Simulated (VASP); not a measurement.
A run of VASP 6.6.1 is set up as follows.

File INCAR:

```
SYSTEM = NaF
PREC = Accurate
ENCUT = 520
EDIFF = 1E-6
ISMEAR = -1
SIGMA = 0.03
LREAL = .FALSE.
LASPH = .TRUE.
NELM = 60
ALGO = Normal
ISIF = 2
LWAVE = .FALSE.
LCHARG = .FALSE.
GGA = CA
NBANDS = 14
```

File KPOINTS:

```
Automatic mesh
0
G
  10 10 10
  0 0 0
```

POSCAR

```
NaF
1.0
    0.0000000000      2.3159753383      2.3159753383
    2.3159753383      0.0000000000      2.3159753383
    2.3159753383      2.3159753383      0.0000000000
Na F
1 1
Direct
    0.0000000000      0.0000000000      0.0000000000
    0.5000000000      0.5000000000      0.5000000000
```

Potentials or basis: VASP PAW LDA potentials, release 64 (Na_pv, F).

Run with:

```bash
$ cat potpaw_LDA.64/Na_pv/POTCAR potpaw_LDA.64/F/POTCAR > POTCAR
$ mpirun -np 1 vasp_std > vasp.out
```

Question: What does it give for the band gap on the k mesh?

Answer: 5.96 eV, direct.

Question: What does it give for the pressure?

Answer: -4.4 GPa.

 A k mesh can miss the band edges.
